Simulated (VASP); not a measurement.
A run of VASP 6.6.1 is set up as follows.

File INCAR:

```
SYSTEM = PbS
AGGAC = 1.0
AGGAX = 1.0
ALDAC = 0.0
ALDAX = 1.0
ALGO = Normal
EDIFF = 1E-6
ENCUT = 520
GGA = B5
ISIF = 2
ISMEAR = -1
LASPH = .TRUE.
LCHARG = .TRUE.
LELF = .TRUE.
LREAL = .FALSE.
LVHAR = .TRUE.
LWAVE = .FALSE.
NBANDS = 17
NELM = 80
PREC = Accurate
SIGMA = 0.05
```

File KPOINTS:

```
k-points
0
G
  8 8 8
  0 0 0
```

File POSCAR:

```
PbS
1.0
    0.0000000000      3.0688955619      3.0688955619
    3.0688955619      0.0000000000      3.0688955619
    3.0688955619      3.0688955619      0.0000000000
Pb S
1 1
Direct
    0.0000000000      0.0000000000      0.0000000000
    0.5000000000      0.5000000000      0.5000000000
```

Potentials or basis: VASP PAW PBE potentials, release 64 (Pb_d, S).

Run with:

```console
$ cat potpaw_PBE.64/Pb_d/POTCAR potpaw_PBE.64/S/POTCAR > POTCAR
$ mpirun -np 1 vasp_std > vasp.out
```

What does it give for the band gap on the k mesh?

0.77 eV, direct.

Predict the pressure.

0.0 GPa.

Caveat: the PAW data sets were made with another functional, which shifts forces and pressure a little; spin-orbit coupling is left out, which moves the levels of the heavy elements. A k mesh can miss the band edges.
